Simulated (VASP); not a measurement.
Here is a VASP 6.6.1 calculation.

The input INCAR:

```
ALGO = Normal
EDIFF = 1E-7
ENCUT = 520
GGA = PE
ISIF = 2
ISMEAR = -1
LASPH = T
LCHARG = F
LREAL = F
LWAVE = F
NBANDS = 56
NELM = 60
PREC = Accurate
SIGMA = 0.05
```

Contents of KPOINTS:

```
k-points
0
Gamma
  7 7 8
```

The input POSCAR:

```
HfO2
1.0
    5.0803194000      0.0000000000      0.0000000000
    0.0000000000      5.1648674500      0.0000000000
    0.0000000000      0.0000000000      4.8908836500
Hf O
4 8
Direct
    0.2225908200      0.7817995800      0.2720679400
    0.7225908200      0.7182004200      0.7279320600
    0.7774091800      0.2182004200      0.2720679400
    0.2774091800      0.2817995800      0.7279320600
    0.1868153200      0.1636487800      0.1045346200
    0.6868153200      0.3363512200      0.8954653800
    0.8131846800      0.8363512200      0.1045346200
    0.3131846800      0.6636487800      0.8954653800
    0.0000000000      0.5000000000      0.4890544500
    0.5000000000      0.0000000000      0.5109455500
    0.0000000000      0.0000000000      0.5756249900
    0.5000000000      0.5000000000      0.4243750100
```

Potentials or basis: VASP PAW PBE potentials, release 64 (Hf_pv, O).

Command:

```bash
$ cat potpaw_PBE.64/Hf_pv/POTCAR potpaw_PBE.64/O/POTCAR > POTCAR
$ mpirun -np 1 vasp_std > vasp.out
```

Q: Predict the largest force.

A: 0.106 eV/Å.

Q: Predict the pressure.

A: 6.5 GPa.

Forces on the atoms (eV/Å):
```
Hf   0.024 -0.013  0.000
Hf   0.024  0.013  0.000
Hf  -0.024  0.013  0.000
Hf  -0.024 -0.013  0.000
O    0.013  0.026  0.101
O    0.013 -0.026 -0.101
O   -0.013 -0.026  0.101
O   -0.013  0.026 -0.101
O    0.000  0.000 -0.003
O    0.000  0.000  0.003
O    0.000  0.000  0.098
O    0.000  0.000 -0.098
```

Caveat: the cell stands under pressure.
